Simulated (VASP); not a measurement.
Write the native input for VASP 6.6.1 that does the following.

| Item | Value |
| --- | --- |
| Task | single point |
| Functional | PBEsol |
| Potentials or basis | VASP PAW PBE potentials, release 64 (W_sv, Si) |
| Cutoff | 500 eV |
| k mesh | 3 × 3 × 3 |
| Occupations | gaussian, width 0.05 eV |
| Spin | collinear spin |
| Starting moments | [1.04, 0.01, 0.01, 0.01, 0.01, 0.01, 0.01, 0.0, -0.02, -0.02, -0.02, 0.0, -0.02, 0.0, 0.0, 0.0] μB |
| Fixed moment | 1.5 μB |
| Hubbard terms | W d U = 2.0 eV |
| Dipole correction | no |
| Further INCAR settings | ALGO = Normal; EDIFF = 1e-06; NBANDS = 55 |

The structure of Si15W lies in POSCAR:

```
Si15W
1.0
    0.0000000000      5.4370000000      5.4370000000
    5.4370000000      0.0000000000      5.4370000000
    5.4370000000      5.4370000000      0.0000000000
W Si
1 15
Direct
    0.0000000000      1.0000000000      1.0000000000
    0.9984957623      0.9984957623      0.5015042377
    0.9984957623      0.5015042377      0.9984957623
    0.9984957623      0.5015042377      0.5015042377
    0.5015042377      0.9984957623      0.9984957623
    0.5015042377      0.9984957623      0.5015042377
    0.5015042377      0.5015042377      0.9984957623
    0.5000000000      0.5000000000      0.5000000000
    0.1286034400      0.1286034400      0.1286034400
    0.1286034400      0.1286034400      0.6141896800
    0.1286034400      0.6141896800      0.1286034400
    0.1258588941      0.6247137020      0.6247137020
    0.6141896800      0.1286034400      0.1286034400
    0.6247137020      0.1258588941      0.6247137020
    0.6247137020      0.6247137020      0.1258588941
    0.6247137020      0.6247137020      0.6247137020
```

One way to write it, as run:

INCAR

```
SYSTEM = Si15W
ALGO = Normal
EDIFF = 1E-6
ENCUT = 500
GGA = PS
GGA_COMPAT = .FALSE.
ISIF = 2
ISMEAR = 0
ISPIN = 2
LASPH = .TRUE.
LCHARG = .FALSE.
LDAU = .TRUE.
LDAUJ = 0 0
LDAUL = 2 -1
LDAUPRINT = 1
LDAUTYPE = 2
LDAUU = 2 0
LMAXMIX = 4
LORBIT = 11
LREAL = .FALSE.
LWAVE = .FALSE.
MAGMOM = 1.04 0.01 0.01 0.01 0.01 0.01 0.01 0 -0.02 -0.02 -0.02 0 -0.02 0 0 0
NBANDS = 55
NELM = 200
NUPDOWN = 1.5
PREC = Accurate
SIGMA = 0.05
```

KPOINTS

```
k-points
0
G
  3 3 3
  0 0 0
```

Potentials or basis: VASP PAW PBE potentials, release 64 (W_sv, Si).

Command:

```sh
$ cat potpaw_PBE.64/W_sv/POTCAR potpaw_PBE.64/Si/POTCAR > POTCAR
$ mpirun -np 1 vasp_std > vasp.out
```

It gave:

* Pressure: 1.5 GPa
* Largest force: 0.120 eV/Å
* Net moment: 1.50 μB per cell
* Site moments: W +1.13; Si +0.01, +0.00, -0.02, -0.00 μB
* Valence electrons inside the program's atomic spheres: W 12.08; Si 1.69, 1.73

Caveat: the PAW data sets were made with another functional, which shifts forces and pressure a little; the total moment is fixed, so each spin has its own Fermi level; the U is typed as a test and isn't derived for this compound.

Wall time 4.7 min on 1 thread of AMD EPYC 7R13, on a shared host, peak memory 0.54 GiB.
